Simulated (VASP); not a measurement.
# Zr (P6_3/mmc) in VASP: a series of runs

The runs below take Zr through single point, with r2SCAN.

Program: VASP 6.6.1. These are calculated values, not measurements. Logs are shortened: lines on timing, memory, paths and dates and some standing lists are left out, and cuts for length are marked.

## 1. The cell of the first run

The structure is hexagonal, space group P6_3/mmc (No. 194). Conventional cell: a = 3.156 Å, b = 3.156 Å, c = 5.016 Å, α = 90.00°, β = 90.00°, γ = 120.00°. Zr (site symmetry -6m2) has 12 Zr at 3.10 to 3.16 Å within 4.1 Å.

## 2. Single point, r2SCAN (21.63 Å³/atom)

Input file POSCAR:

```
Zr
1.0
    3.1556453685      0.0000000000      0.0000000000
   -1.5778226842      2.7328690545      0.0000000000
    0.0000000000      0.0000000000      5.0159946563
Zr
2
Direct
    0.3333333333      0.6666666667      0.2500000000
    0.6666666667      0.3333333333      0.7500000000
```

Input file INCAR.step1:

```
ALGO = Normal ; EDIFF = 1E-4
ENCUT = 520 ; GGA = PE
ISMEAR = -1 ; LASPH = True
LCHARG = False ; LREAL = False
LWAVE = True ; NBANDS = 19
NELM = 60 ; PREC = Accurate
SIGMA = 0.1
```

Input file INCAR.step2:

```
ALGO = Normal ; EDIFF = 1E-6
ENCUT = 520 ; ISIF = 2
ISMEAR = -1 ; ISTART = 1
LASPH = True ; LCHARG = True
LELF = True ; LMIXTAU = True
LREAL = False ; LVHAR = True
LWAVE = False ; METAGGA = R2SCAN
NBANDS = 19 ; NELM = 60
PREC = Accurate ; SIGMA = 0.1
```

Input file KPOINTS:

```
k-points
0
Gamma
  18 18 10
```

Potentials or basis: VASP PAW PBE potentials, release 64 (Zr_sv).

Command:

```sh
$ cat potpaw_PBE.64/Zr_sv/POTCAR > POTCAR
$ cp INCAR.step1 INCAR
$ mpirun -np 1 vasp_std > vasp.out
$ cp INCAR.step2 INCAR
$ mpirun -np 1 vasp_std > vasp.out
```

OUTCAR:

```text
EDIFF = 1E-6
   ENCUT = 520
   ISIF = 2
   ISMEAR = -1
   ISTART = 1
   LASPH = True
   LREAL = False
   METAGGA = R2SCAN
   NELM = 60
   PREC = Accurate

 ion  position               nearest neighbor table
   1  0.333  0.667  0.250-   2 3.10   2 3.10   2 3.10   2 3.10   2 3.10   2 3.10
   2  0.667  0.333  0.750-   1 3.10   1 3.10   1 3.10   1 3.10   1 3.10   1 3.10

  LATTYP: Found a hexagonal cell.
 ALAT       =     3.1556453685
 C/A-ratio  =     1.5895305304

  Lattice vectors:

 A1 = (   3.1556453685,   0.0000000000,   0.0000000000)
 A2 = (  -1.5778226842,   2.7328690545,   0.0000000000)
 A3 = (   0.0000000000,   0.0000000000,   5.0159946563)

Analysis of symmetry for initial positions (statically):
=====================================================================
 Subroutine PRICEL returns:
 Original cell was already a primitive cell.

 Routine SETGRP: Setting up the symmetry group for a
 hexagonal supercell.

 Subroutine GETGRP returns: Found 24 space group operations
 (whereof 12 operations were pure point group operations)
 out of a pool of 24 trial point group operations.

The static configuration has the point symmetry D_3d.
 The point group associated with its full space group is D_6h.

Analysis of symmetry for dynamics (positions and initial velocities):
=====================================================================
 Subroutine PRICEL returns:
 Original cell was already a primitive cell.

 Routine SETGRP: Setting up the symmetry group for a
 hexagonal supercell.

 Subroutine GETGRP returns: Found 24 space group operations
 (whereof 12 operations were pure point group operations)
 out of a pool of 24 trial point group operations.

The dynamic configuration has the point symmetry D_3d.
 The point group associated with its full space group is D_6h.

 Subroutine INISYM returns: Found 24 space group operations
 (whereof 12 operations are pure point group operations),
 and found     1 'primitive' translations

----------------------------------------------------------------------------------------

                                     Primitive cell

  volume of cell :      43.2578

  direct lattice vectors                    reciprocal lattice vectors
     3.155645369  0.000000000  0.000000000     0.316892389  0.182957906  0.000000000
    -1.577822684  2.732869055  0.000000000     0.000000000  0.365915812  0.000000000
     0.000000000  0.000000000  5.015994656     0.000000000  0.000000000  0.199362254

  length of vectors
     3.155645369  3.155645369  5.015994656     0.365915812  0.365915812  0.199362254

  position of ions in fractional coordinates (direct lattice)
     0.333333333  0.666666667  0.250000000
     0.666666667  0.333333333  0.750000000

  ion indices of the primitive-cell ions
   primitive index   ion index
                 1           1
                 2           2

----------------------------------------------------------------------------------------

 KPOINTS: k-points

Automatic generation of k-mesh.
 Grid dimensions read from file:
 generate k-points for:   18   18   10

 Generating k-lattice:

  Cartesian coordinates                     Fractional coordinates (reciprocal lattice)
     0.017605133  0.010164328  0.000000000     0.055555556  0.000000000  0.000000000
     0.000000000  0.020328656  0.000000000     0.000000000  0.055555556  0.000000000
     0.000000000  0.000000000  0.019936225     0.000000000  0.000000000  0.100000000

  Length of vectors
     0.020328656  0.020328656  0.019936225

  Shift w.r.t. Gamma in fractional coordinates (k-lattice)
     0.000000000  0.000000000  0.000000000

 Subroutine IBZKPT returns following result:
 ===========================================

 Found    222 irreducible k-points:

 Following reciprocal coordinates:
            Coordinates               Weight
  0.000000  0.000000  0.000000      1.000000
  0.055556  0.000000  0.000000      6.000000
  0.111111  0.000000  0.000000      6.000000
  0.166667  0.000000  0.000000      6.000000
  0.222222 -0.000000  0.000000      6.000000
  0.277778  0.000000  0.000000      6.000000
[... 16 lines left out ...]
  0.333333  0.111111  0.000000     12.000000
  0.388889  0.111111  0.000000     12.000000
 [... further k-points ...]
   k-points           NKPTS =    222   k-points in BZ     NKDIM =    222   number of bands    NBANDS=     19
   number of dos      NEDOS =    301   number of ions     NIONS =      2
   total plane-waves  NPLWV =  23040
   dimension x,y,z NGX =    24 NGY =   24 NGZ =   40
   dimension x,y,z NGXF=    48 NGYF=   48 NGZF=   80
   ions per type =               2
   NGX,Y,Z   is equivalent  to a cutoff of  12.64, 12.64, 13.26 a.u.
   NGXF,Y,Z  is equivalent  to a cutoff of  25.29, 25.29, 26.51 a.u.
 SYSTEM =  unknown system
   PREC   = accura    normal or accurate (medium, high low for compatibility)
   ISTART =      1    job   : 0-new  1-cont  2-samecut
   ICHARG =      0    charge: 1-file 2-atom 10-const
   ISPIN  =      1    spin polarized calculation?
   LNONCOLLINEAR =      F non collinear calculations
   LSORBIT =      F    spin-orbit coupling
   LASPH  =      T    aspherical Exc in radial PAW
   ENCUT  =  520.0 eV  38.22 Ry    6.18 a.u.   5.87  5.87  9.33*2*pi/ulx,y,z
   NELM   =     60;   NELMIN=  2; NELMDL=  0     # of ELM steps
   EDIFF  = 0.1E-05   stopping-criterion for ELM
   LREAL  =      F    real-space projection
   EDIFFG = 0.1E-04   stopping-criterion for IOM
   NSW    =      0    number of steps for IOM
   IBRION =     -1    ionic relax: 0-MD 1-quasi-New 2-CG
   NFREE  =      0    steps in history (QN), initial steepest desc. (CG)
   ISIF   =      2    stress and relaxation
   ISYM   =      2    0-nonsym 1-usesym 2-fastsym
   POTIM  = 0.5000    time-step for ionic-motion
   TEBEG  =    0.0;   TEEND  =   0.0 temperature during run
   PSTRESS=    0.0 pullay stress
   NELECT =      24.0000    total number of electrons
   NUPDOWN=      -1.0000    fix difference up-down
   EMIN   =  10.00;   EMAX   =-10.00  energy-range for DOS
   EFERMI =   0.00;   METHOD = LEGACY
   ISMEAR =    -1;   SIGMA  =   0.10  broadening in eV -4-tet -1-fermi 0-gaus
   EFERMI_NEDOS =   21; number of points for ismear=-14 and -15
   IALGO  =     38    algorithm
   IMIX   =      4    mixing-type and parameters
     AMIX     =   0.40;   BMIX     =  1.00
     AMIX_MAG =   1.60;   BMIX_MAG =  1.00
  volume/ion in A,a.u.               =      21.63       145.96
  Fermi-wavevector in a.u.,A,eV,Ry     =   1.345211  2.542081 24.621019  1.809594
  Thomas-Fermi vector in A             =   2.473143
   LORBIT       =      0    0 simple, 1 ext, 2 COOP (PROOUT), +10 PAW based schemes
   METAGGA = R2SCAN    functional components
   LHFCALC =     F    Hartree Fock is set to
   AEXX    =    0.0000 exact exchange contribution
   IVDW    =     0    specifies the selected vdW correction
   LEPSILON=     F    determine dielectric tensor
   LRPA    =     F    only Hartree local field effects (RPA)
 non-spin polarized calculation
  energy-cutoff  :      520.00
  volume of cell :       43.26
 maximum number of plane-waves:      1194
 NGX is ok and might be reduce to    24
   NGX = 11   NGY = 11   NGZ = 19

 number of electron      24.0000000 magnetization

 Free energy of the ion-electron system (eV)
  ---------------------------------------------------
  ext. energy  EPLUGINS =         0.00000000
  ---------------------------------------------------
  free energy    TOTEN  =       -45.42890960 eV

  energy without entropy =      -45.37257221  energy(sigma->0) =      -45.40074090

 E-fermi :   9.8705     XC(G=0): -12.3252

 val. band max:        9.8655160351   @ k =   0.3333   0.1667   0.4000
 cond. band min:       9.8728097270   @ k =   0.3333   0.3333   0.4000
 fundamental gap:      0.0072936918
 Fermi energy:         9.8704842778

 k-point     1 :       0.0000    0.0000    0.0000
  band No.  band energies     occupation
      1     -40.5254      2.00000
      2     -40.2984      2.00000
      3     -18.5372      2.00000
      4     -17.3867      2.00000
      5     -17.3867      2.00000
      6     -17.2052      2.00000
[... 11 lines left out ...]
     18      12.4076      0.00000
     19      14.9596      0.00000

 k-point     2 :       0.0556    0.0000    0.0000
  band No.  band energies     occupation
      1     -40.5203      2.00000
      2     -40.2963      2.00000
      3     -18.5246      2.00000
      4     -17.4151      2.00000
      5     -17.3960      2.00000
      6     -17.2347      2.00000
[... 11 lines left out ...]
     18      12.3135      0.00000
     19      15.0329      0.00000

 k-point     3 :       0.1111    0.0000    0.0000
  band No.  band energies     occupation
      1     -40.5053      2.00000
      2     -40.2903      2.00000
      3     -18.4874      2.00000
      4     -17.4968      2.00000
      5     -17.4224      2.00000
      6     -17.3183      2.00000
[... 11 lines left out ...]
     18      12.0718      0.00000
     19      15.2130      0.00000

 k-point     4 :       0.1667    0.0000    0.0000
  band No.  band energies     occupation
      1     -40.4819      2.00000
      2     -40.2814      2.00000
      3     -18.4280      2.00000
      4     -17.6219      2.00000
      5     -17.4613      2.00000
      6     -17.4427      2.00000
[... 11 lines left out ...]
     18      12.4470      0.00000
     19      15.4276      0.00000

 k-point     5 :       0.2222   -0.0000    0.0000
  band No.  band energies     occupation
      1     -40.4523      2.00000
      2     -40.2713      2.00000
      3     -18.3499      2.00000
      4     -17.7749      2.00000
      5     -17.5898      2.00000
      6     -17.5073      2.00000
[... 11 lines left out ...]
     18      12.9955      0.00000
     19      15.6251      0.00000
[... 334 lines left out ...]
      2     -40.2592      2.00000
      3     -18.2283      2.00000
      4     -17.9302      2.00000
      5     -17.8143      2.00000
      6     -17.5538      2.00000
[... 11 lines left out ...]
     18      14.2155      0.00000
     19      15.6287      0.00000

 k-point    22 :       0.2778    0.1111    0.0000
  band No.  band energies     occupation
      1     -40.3768      2.00000
      2     -40.2534      2.00000
      3     -18.1321      2.00000
      4     -18.0710      2.00000
      5     -17.9093      2.00000
      6     -17.6217      2.00000
[... 11 lines left out ...]
     18      15.0350      0.00000
     19      15.7052      0.00000

 k-point    23 :       0.3333    0.1111    0.0000
  band No.  band energies     occupation
      1     -40.3481      2.00000
      2     -40.2512      2.00000
      3     -18.1848      2.00000
      4     -18.0380      2.00000
      5     -17.9852      2.00000
      6     -17.6764      2.00000
[... 11 lines left out ...]
     18      15.7545      0.00000
     19      15.8697      0.00000

 k-point    24 :       0.3889    0.1111    0.0000
  band No.  band energies     occupation
      1     -40.3269      2.00000
      2     -40.2522      2.00000
      3     -18.2583      2.00000
      4     -18.0346      2.00000
      5     -17.9616      2.00000
      6     -17.7115      2.00000
[... 11 lines left out ...]
     18      15.7808      0.00000
     19      16.6207      0.00000

 [... further k-points ...]
[... 5 lines left out ...]
  --------------------------------------------------------------------------------------
  -------------------------------------------------------------------------------------
  Total        2.3911701      2.3911701      2.5498513      0.0000000     -0.0000000      0.0000000
  in kB       88.5639488     88.5639488     94.4411702      0.0000000     -0.0000000      0.0000000
  external PRESSURE =      90.5230226 kB  Pullay stress =       0.0000000 kB

 VOLUME and BASIS-vectors are now :
 -----------------------------------------------------------------------------
  energy-cutoff  :      520.00
  volume of cell :       43.26
      direct lattice vectors                 reciprocal lattice vectors
     3.155645369  0.000000000  0.000000000     0.316892389  0.182957906  0.000000000
    -1.577822684  2.732869055  0.000000000     0.000000000  0.365915812  0.000000000
     0.000000000  0.000000000  5.015994656     0.000000000  0.000000000  0.199362254

 POSITION                                       TOTAL-FORCE (eV/Angst)
 -----------------------------------------------------------------------------------
     -0.00000      1.82191      1.25400        -0.000000      0.000000      0.000000
      1.57782      0.91096      3.76200         0.000000     -0.000000      0.000000
 -----------------------------------------------------------------------------------
    total drift:                               -0.000000      0.000000     -0.000000

  FREE ENERGIE OF THE ION-ELECTRON SYSTEM (eV)
  ---------------------------------------------------
  free  energy   TOTEN  =       -45.4289095997 eV

  energy  without entropy=      -45.3725722095  energy(sigma->0) =      -45.40074090
```

It took 11 min on 1 thread of Intel Xeon 8259CL, shared host; peak memory 0.28 GiB.

Results:

```
Free energy            : -45.4289 eV
Pressure               : 9.1 GPa
Band gap on the k mesh : zero (bands 12 and 13 overlap by 1.36 eV)
```

Levels at points of the mesh, in eV from the Fermi level:
| k point | band 8 | band 9 | band 10 | band 11 | band 12 | band 13 | band 14 | band 15 | band 16 | band 17 |
| --- | --- | --- | --- | --- | --- | --- | --- | --- | --- | --- |
| (0.00, 0.00, 0.00) | -27.07 | -6.10 | -3.40 | 0.99 | 0.99 | 1.21 | 1.40 | 1.83 | 1.83 | 2.54 |
| (0.50, 0.00, 0.00) | -27.21 | -2.98 | -2.73 | -2.47 | -0.17 | 0.67 | 0.98 | 1.76 | 5.63 | 6.08 |
| (0.00, 0.00, 0.50) | -27.17 | -4.20 | -4.20 | 0.04 | 0.04 | 0.90 | 0.90 | 0.90 | 0.90 | 4.60 |
| (0.50, 0.00, 0.50) | -27.38 | -3.22 | -3.22 | -1.22 | -1.22 | 1.91 | 1.91 | 2.58 | 2.58 | 5.89 |

Caveat: the cell stands under pressure; the PAW data sets were made with another functional, which shifts forces and pressure a little.

## 3. Single point, r2SCAN (22.57 Å³/atom)

This run uses another cell than the first one, of 22.57 Å³/atom.

Input file POSCAR:

```
Zr
1.0
    3.2007321081      0.0000000000      0.0000000000
   -1.6003660540      2.7719153163      0.0000000000
    0.0000000000      0.0000000000      5.0876614054
Zr
2
Direct
    0.3333333333      0.6666666667      0.2500000000
    0.6666666667      0.3333333333      0.7500000000
```

Input file INCAR.step1:

```
PREC     = Accurate       # precision mode
ENCUT    = 520            # plane-wave cutoff, eV
ISMEAR   = -1             # smearing method
SIGMA    = 0.1            # smearing width, eV
LREAL    = False          # projectors in reciprocal space
LASPH    = True           # aspherical terms in the spheres
NELM     = 80             # most SCF steps
NBANDS   = 19             # bands
GGA      = PE             # functional
ALGO     = Normal         # electronic algorithm
EDIFF    = 1E-4           # SCF threshold, eV
LWAVE    = True           # write WAVECAR
LCHARG   = False          # write CHGCAR
```

Input file INCAR.step2:

```
PREC     = Accurate       # precision mode
ENCUT    = 520            # plane-wave cutoff, eV
EDIFF    = 1E-6           # SCF threshold, eV
ISMEAR   = -1             # smearing method
SIGMA    = 0.1            # smearing width, eV
LREAL    = False          # projectors in reciprocal space
LASPH    = True           # aspherical terms in the spheres
NELM     = 80             # most SCF steps
ALGO     = Normal         # electronic algorithm
ISIF     = 2              # what is computed and relaxed
LWAVE    = False          # write WAVECAR
LCHARG   = False          # write CHGCAR
METAGGA  = R2SCAN         # meta-GGA
LMIXTAU  = True         
NBANDS   = 19             # bands
ISTART   = 1
```

Input file KPOINTS:

```
regular mesh
0
Gamma
  18 18 10
```

Potentials or basis: VASP PAW PBE potentials, release 64 (Zr_sv).

Command:

```sh
$ cat potpaw_PBE.64/Zr_sv/POTCAR > POTCAR
$ cp INCAR.step1 INCAR
$ mpirun -np 1 vasp_std > vasp.out
$ cp INCAR.step2 INCAR
$ mpirun -np 1 vasp_std > vasp.out
```

Wall time 8.2 min (1 thread of Intel Xeon 8259CL, shared host); peak memory 0.29 GiB.

It converged, with:

```
Free energy            : -45.5058 eV
Pressure               : 4.1 GPa
Band gap on the k mesh : zero (bands 12 and 13 overlap by 1.31 eV)
```

Stress tensor (GPa, compression positive):
```
4.07 0.00 0.00
0.00 4.07 0.00
0.00 0.00 4.30
```

Levels at points of the mesh, in eV from the Fermi level:
| k point | band 10 | band 11 | band 12 | band 13 | band 14 | band 15 |
| --- | --- | --- | --- | --- | --- | --- |
| (0.00, 0.00, 0.00) | -3.27 | 1.00 | 1.00 | 1.19 | 1.20 | 1.78 |
| (0.50, 0.00, 0.00) | -2.67 | -2.33 | -0.28 | 0.69 | 0.93 | 1.67 |
| (0.00, 0.00, 0.50) | -4.20 | 0.05 | 0.05 | 0.91 | 0.91 | 0.91 |
| (0.50, 0.00, 0.50) | -3.08 | -1.13 | -1.13 | 1.73 | 1.73 | 2.50 |

Caveat: the cell stands under pressure; the PAW data sets were made with another functional, which shifts forces and pressure a little.
